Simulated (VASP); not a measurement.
Input of a VASP 6.6.1 run:

File INCAR:

```
ALGO = Normal
EDIFF = 1E-6
ENCUT = 520
GGA = PE
ISIF = 2
ISMEAR = 0
LASPH = True
LCHARG = False
LREAL = False
LWAVE = False
NBANDS = 38
NELM = 100
PREC = Accurate
SIGMA = 0.1
```

Contents of KPOINTS:

```
k-points
0
Gamma
  6 6 2
```

File POSCAR:

```
SiGe4
1.0
    2.8059938433      0.0000000000      0.0000000000
   -1.4029969217      2.4300619512      0.0000000000
    0.0000000000      0.0000000000     13.7571806314
Si Ge
1 4
Direct
    0.0000000000      0.0000000000      0.5000000000
    0.0000000000      0.0000000000      0.6953918146
    0.0000000000      0.0000000000      0.8985882056
    0.0000000000      0.0000000000      0.1014117944
    0.0000000000      0.0000000000      0.3046081854
```

Potentials or basis: VASP PAW PBE potentials, release 64 (Si, Ge_d).

The run is started by

```bash
$ cat potpaw_PBE.64/Si/POTCAR potpaw_PBE.64/Ge_d/POTCAR > POTCAR
$ mpirun -np 1 vasp_std > vasp.out
```

(1) Estimate the band gap on the k mesh.

(2) Estimate the largest force.

(3) What does it give for the pressure?

## Answers

(1) zero (bands 30 and 31 overlap by 8.24 eV).

(2) 0.008 eV/Å.

(3) -0.1 GPa.

Caveat: the k points lie up to 0.43 Å⁻¹ apart, too coarse for converged energies and pressures of a metal.
